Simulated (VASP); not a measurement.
**AlCo: single point with r2SCAN**

AlCo:

```xyz
2
Lattice="2.8194 0.0000 0.0000 0.0000 2.8194 0.0000 0.0000 0.0000 2.8194" Properties=species:S:1:pos:R:3 pbc="T T T"
Al    0.0000    0.0000    0.0000
Co    1.4097    1.4097    1.4097
```

- Program: VASP 6.6.1
- Task: single point
- Functional: r2SCAN
- Potentials or basis: VASP PAW PBE potentials, release 64 (Al, Co)
- Cutoff: 520 eV
- k mesh: 6 × 6 × 6
- Occupations: gaussian, width 0.1 eV
- Spin: no spin polarisation
- Dipole correction: no
- Further INCAR settings: ALGO = Normal; EDIFF = 1e-06; NBANDS = 13

- Pressure: 0.9 GPa
- Band gap on the k mesh: zero (band 6 reaches 13.30 eV, above the bottom of band 7 at 10.78 eV)

Levels at points of the mesh, in eV from the Fermi level:
| k point | band 2 | band 3 | band 4 | band 5 | band 6 | band 7 | band 8 | band 9 | band 10 | band 11 |
| --- | --- | --- | --- | --- | --- | --- | --- | --- | --- | --- |
| (0.00, 0.00, 0.00) | -3.30 | -3.30 | -1.19 | -1.19 | -1.19 | 6.39 | 6.39 | 6.39 | 9.04 | 9.04 |
| (0.50, 0.00, 0.00) | -7.34 | -2.62 | -2.12 | -2.12 | -1.07 | 0.19 | 8.65 | 11.19 | 11.19 | 12.58 |
| (0.50, 0.50, 0.00) | -3.42 | -3.12 | -3.12 | -1.91 | -1.91 | -0.26 | 2.55 | 3.69 | 14.02 | 16.67 |
| (0.50, 0.50, 0.50) | -4.52 | -4.52 | -0.22 | -0.22 | 2.26 | 2.26 | 2.26 | 5.07 | 5.51 | 5.51 |

Run time: 17 s on 1 thread of Intel(R) Xeon(R) Platinum 8375C CPU @ 2.90GHz (Ice Lake) (shared host), peak memory 0.14 GiB.

Caveat: the k points lie up to 0.37 Å⁻¹ apart; the PAW data sets were made with another functional, which shifts forces and pressure a little. Spin polarisation is off, so any magnetic state and its effect on volume and gap are missing.
